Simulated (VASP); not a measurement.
Input of a VASP 6.6.1 run:

File INCAR:

```
PREC = Accurate ; ENCUT = 520
EDIFF = 1E-6 ; ISMEAR = 0
SIGMA = 0.1 ; LREAL = False
LASPH = True ; NELM = 100
ALGO = Normal ; ISIF = 2
LWAVE = False ; LCHARG = False
GGA = PE ; NBANDS = 46
```

KPOINTS

```
regular mesh
0
Gamma
  6 6 2
```

The input POSCAR:

```
SiGe4W
1.0
    4.9970362555      0.0000000000      0.0000000000
   -2.4985181278      4.3275603409      0.0000000000
    0.0000000000      0.0000000000      4.8928622813
Si Ge W
1 4 1
Direct
    0.0000000000      0.0000000000      0.0000000000
    0.3333333333      0.6666666667      0.7455564373
    0.3333333333      0.6666666667      0.2544435627
    0.6666666667      0.3333333333      0.7455564373
    0.6666666667      0.3333333333      0.2544435627
    0.0000000000      0.0000000000      0.5000000000
```

Potentials or basis: VASP PAW PBE potentials, release 64 (Si, Ge_d, W_sv).

The run is started by

```bash
$ cat potpaw_PBE.64/Si/POTCAR potpaw_PBE.64/Ge_d/POTCAR potpaw_PBE.64/W_sv/POTCAR > POTCAR
$ mpirun -np 1 vasp_std > vasp.out
```

(1) What does it give for the band gap on the k mesh?

(2) Estimate the pressure.

Results:

(1) zero (band 37 reaches 9.64 eV, above the bottom of band 38 at 7.53 eV).

(2) 0.2 GPa.

Caveat: the k points lie up to 0.64 Å⁻¹ apart; spin-orbit coupling is left out, which moves the levels of the heavy elements.
